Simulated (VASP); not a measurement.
# Cu (I4/mmm) in VASP: relaxation of cell and atoms with PBE

Aim: the relaxation of cell and atoms of Cu with PBE.

Everything below comes from runs of VASP 6.6.1. Logs are shortened: lines on timing, memory, paths and dates and some standing lists are left out, and cuts for length are marked.

### 1 The cell of the first run

The structure is tetragonal, space group I4/mmm (No. 139). Conventional cell: a = 2.886 Å, b = 2.886 Å, c = 2.752 Å, α = 90.00°, β = 90.00°, γ = 90.00°. Within 3.2 Å of Cu (site symmetry 4/mmm) lie 14 Cu at 2.46 to 2.89 Å.

### 2 Relaxation of cell and atoms, PBE

INCAR

```
SYSTEM = Cu
PREC     = Accurate       ! precision mode
ENCUT    = 590            ! plane-wave cutoff, eV
EDIFF    = 1E-7           ! SCF threshold, eV
ISMEAR   = 0              ! smearing method
SIGMA    = 0.1            ! smearing width, eV
LREAL    = .False.        ! projectors in reciprocal space
LASPH    = .True.         ! aspherical terms in the spheres
NELM     = 300            ! most SCF steps
ALGO     = All            ! electronic algorithm
ISIF     = 3              ! what is computed and relaxed
LWAVE    = .False.        ! write WAVECAR
LCHARG   = .False.        ! write CHGCAR
GGA      = PE             ! functional
IBRION   = 2              ! ionic algorithm
NSW      = 80             ! ionic steps
EDIFFG   = -0.01          ! ionic threshold
GGA_COMPAT= .False.      
NELMIN   = 4            
ISEARCH  = 1
```

KPOINTS

```
regular mesh
0
Gamma
  1 1 1
  0 0 0
```

POSCAR

```
Cu
1.0
   -1.4427933200      1.4427933200      1.3760814500
    1.4427933200     -1.4427933200      1.3760814500
    1.4427933200      1.4427933200     -1.3760814500
Cu
1
Direct
    0.0000000000      0.0000000000      0.0000000000
```

Potentials or basis: VASP PAW PBE potentials, release 64 (Cu).

The run is started by

```bash
> cat potpaw_PBE.64/Cu/POTCAR > POTCAR
> mpirun -np 4 vasp_gam > vasp.out
```

OUTCAR:

```text
SYSTEM = Cu
   PREC = Accurate
   ENCUT = 590
   EDIFF = 1E-7
   ISMEAR = 0
   LREAL = .False.
   LASPH = .True.
   NELM = 300
   ISIF = 3
   GGA = PE
   IBRION = 2
   NSW = 80
   EDIFFG = -0.01
   NELMIN = 4

 ion  position               nearest neighbor table
   1  0.000  0.000  0.000-

  LATTYP: Found a body centered tetragonal cell.
 ALAT       =     2.8855866400
 C/A-ratio  =     0.9537620052

  Lattice vectors:

 A1 = (  -1.4427933200,   1.4427933200,   1.3760814500)
 A2 = (   1.4427933200,  -1.4427933200,   1.3760814500)
 A3 = (   1.4427933200,   1.4427933200,  -1.3760814500)

Analysis of symmetry for initial positions (statically):
=====================================================================
 Subroutine PRICEL returns:
 Original cell was already a primitive cell.

 Routine SETGRP: Setting up the symmetry group for a
 body centered tetragonal supercell.

 Subroutine GETGRP returns: Found 16 space group operations
 (whereof 16 operations were pure point group operations)
 out of a pool of 16 trial point group operations.

The static configuration has the point symmetry D_4h.

Analysis of symmetry for dynamics (positions and initial velocities):
=====================================================================
 Subroutine PRICEL returns:
 Original cell was already a primitive cell.

 Routine SETGRP: Setting up the symmetry group for a
 body centered tetragonal supercell.

 Subroutine GETGRP returns: Found 16 space group operations
 (whereof 16 operations were pure point group operations)
 out of a pool of 16 trial point group operations.

The dynamic configuration has the point symmetry D_4h.

 Subroutine INISYM returns: Found 16 space group operations
 (whereof 16 operations are pure point group operations),
 and found     1 'primitive' translations

----------------------------------------------------------------------------------------

                                     Primitive cell

  volume of cell :      11.4581

  direct lattice vectors                    reciprocal lattice vectors
    -1.442793320  1.442793320  1.376081450     0.000000000  0.346549983  0.363350585
     1.442793320 -1.442793320  1.376081450     0.346549983  0.000000000  0.363350585
     1.442793320  1.442793320 -1.376081450     0.346549983  0.346549983  0.000000000

  length of vectors
     2.461078074  2.461078074  2.461078074     0.502116060  0.502116060  0.490095685

  position of ions in fractional coordinates (direct lattice)
[... 75 lines left out ...]
  Fermi-wavevector in a.u.,A,eV,Ry     =   1.614984  3.051878 35.486359  2.608174
  Thomas-Fermi vector in A             =   2.709805
   LORBIT       =      0    0 simple, 1 ext, 2 COOP (PROOUT), +10 PAW based schemes
   GGA     = PE    functional components
   LHFCALC =     F    Hartree Fock is set to
   AEXX    =    0.0000 exact exchange contribution
   IVDW    =     0    specifies the selected vdW correction
   LEPSILON=     F    determine dielectric tensor
   LRPA    =     F    only Hartree local field effects (RPA)
 conjugate gradient relaxation of ions
 non-spin polarized calculation
 Gauss-broadening in eV      SIGMA  =   0.10
  energy-cutoff  :      590.00
  volume of cell :       11.46
 maximum number of plane-waves:       187
 NGX is ok and might be reduce to    18
   NGX =  9   NGY =  9   NGZ =  9

--------------------------------------- Ionic step        1  -------------------------------------------

 number of electron      10.9999999 magnetization

 Free energy of the ion-electron system (eV)
  ---------------------------------------------------
  ext. energy  EPLUGINS =         0.00000000
  ---------------------------------------------------
  free energy    TOTEN  =       -13.89605411 eV

  energy without entropy =      -13.80648224  energy(sigma->0) =      -13.85126818

------------------------ aborting loop because EDIFF is reached ----------------------------------------

  FORCE on cell =-STRESS in cart. coord.  units (eV):
  Direction    XX          YY          ZZ          XY          YZ          ZX
  --------------------------------------------------------------------------------------
  -------------------------------------------------------------------------------------
  Total       -6.4557745     -6.4557745     -6.0459093      0.0000000      0.0000000      0.0000000
  in kB     -902.7064762   -902.7064762   -845.3953023      0.0000000      0.0000000      0.0000000
  external PRESSURE =    -883.6027515 kB  Pullay stress =       0.0000000 kB
[... 86 lines left out ...]
  FREE ENERGIE OF THE ION-ELECTRON SYSTEM (eV)
  ---------------------------------------------------
  free  energy   TOTEN  =       -14.3917379198 eV

  energy  without entropy=      -14.3022430855  energy(sigma->0) =      -14.34699050

 E-fermi :  10.9529     XC(G=0): -15.6306

 val. band max:       10.9146420932   @ k =   0.0000   0.0000   0.0000
 cond. band min:      43.9832820426   @ k =   0.0000   0.0000   0.0000
 fundamental gap:     33.0686399493
 Fermi energy:        10.9529020069

 k-point     1 :       0.0000    0.0000    0.0000
  band No.  band energies     occupation
      1       1.4811      2.00000
      2       8.8520      2.00000
      3       9.2990      2.00000
      4       9.2990      2.00000
      5      10.8955      1.58582
      6      10.9146      1.41418
      7      43.9833      0.00000
      8      43.9834      0.00000
      9      45.0862      0.00000
     10      51.1580      0.00000
     11      51.8428      0.00000
     12      54.7023      0.00000

[... ionic steps 4 to 12 ...]

--------------------------------------- Ionic step       13  -------------------------------------------

 number of electron      11.0000003 magnetization

------------------------ aborting loop because EDIFF is reached ----------------------------------------
[... 65 lines left out ...]
--------------------------------------- Ionic step       15  -------------------------------------------

 number of electron      11.0000003 magnetization

 Free energy of the ion-electron system (eV)
  ---------------------------------------------------
  ext. energy  EPLUGINS =         0.00000000
  ---------------------------------------------------
  free energy    TOTEN  =       -15.15635590 eV

  energy without entropy =      -15.06647512  energy(sigma->0) =      -15.11141551

 E-fermi :   9.5209     XC(G=0): -15.1005

 val. band max:        9.4735517848   @ k =   0.0000   0.0000   0.0000
 cond. band min:      42.0987495112   @ k =   0.0000   0.0000   0.0000
 fundamental gap:     32.6251977265
 Fermi energy:         9.5208731550

 k-point     1 :       0.0000    0.0000    0.0000
  band No.  band energies     occupation
      1       0.7299      2.00000
      2       7.9101      2.00000
      3       7.9106      2.00000
      4       7.9106      2.00000
      5       9.4735      1.50003
      6       9.4736      1.49997
      7      42.0987      0.00000
      8      42.0988      0.00000
      9      42.0999      0.00000
     10      48.4407      0.00000
     11      48.4415      0.00000
     12      50.9744      0.00000
[... 26 lines left out ...]
  FREE ENERGIE OF THE ION-ELECTRON SYSTEM (eV)
  ---------------------------------------------------
  free  energy   TOTEN  =       -15.1563559011 eV

  energy  without entropy=      -15.0664751135  energy(sigma->0) =      -15.11141551

 reached required accuracy - stopping structural energy minimisation
```

OSZICAR:

```text
N       E                     dE             d eps       ncg     rms           ort
DAV:   1     0.254124225755E+02    0.25412E+02   -0.65961E+03    12   0.265E+03
DAV:   2    -0.146963480015E+02   -0.40109E+02   -0.38557E+02    12   0.199E+02
DAV:   3    -0.154764503254E+02   -0.78010E+00   -0.77960E+00    12   0.311E+01
[... 318 lines left out ...]
CGA:   7    -0.151563553878E+02   -0.88525E-06   -0.88442E-06    12   0.139E-05  -0.258E-08
 trl   8    -0.151563556740E+02   -0.28619E-06   -0.30055E-06    12   0.139E-05   0.282E-06
CGA:   9    -0.151563556764E+02   -0.28857E-06   -0.30055E-06    12   0.704E-06   0.390E-10
CGA:  10    -0.151563558817E+02   -0.20527E-06   -0.19863E-06    12   0.144E-06   0.560E-07
CGA:  11    -0.151563559011E+02   -0.19477E-07   -0.17040E-07    12   0.707E-07  -0.236E-07
  15 F= -.15156356E+02 E0= -.15111416E+02  d E =-.347521E-05
```

Wall time 55 s (4 MPI ranks of AMD EPYC 7R43 (Zen 3), shared host); peak memory 0.08 GiB.

Results:

```
Free energy                           : -15.1564 eV
Relaxed volume                        : 8.13 Å³/atom
Relaxed cell                          : a = 2.194 Å, b = 2.194 Å, c = 2.194 Å, α = 109.47°, β = 109.47°, γ = 109.47°
Space group after relaxing (to 0.1 Å) : Im-3m (No. 229)
Pressure after relaxing               : 0.1 GPa
Band gap on the k mesh                : zero (an odd number of electrons rules out a gap without spin polarisation)
```

Final structure:
```cif
data_structure
_symmetry_space_group_name_H-M 'P 1'
_symmetry_Int_Tables_number 1
_cell_length_a 2.1936
_cell_length_b 2.1936
_cell_length_c 2.1936
_cell_angle_alpha 109.470
_cell_angle_beta 109.470
_cell_angle_gamma 109.474
_cell_volume 8.13
loop_
_atom_site_label
_atom_site_type_symbol
_atom_site_fract_x
_atom_site_fract_y
_atom_site_fract_z
_atom_site_occupancy
Cu1 Cu 0.00000 0.00000 0.00000 1
```

Caveat: the k points lie up to 3.51 Å⁻¹ apart in the final cell, too coarse for converged energies and pressures of a metal; the volume moved by over 15 % at a fixed basis, so the end points are rough.

The gap in the log of VASP goes by the Fermi energy; the results here count the filled bands.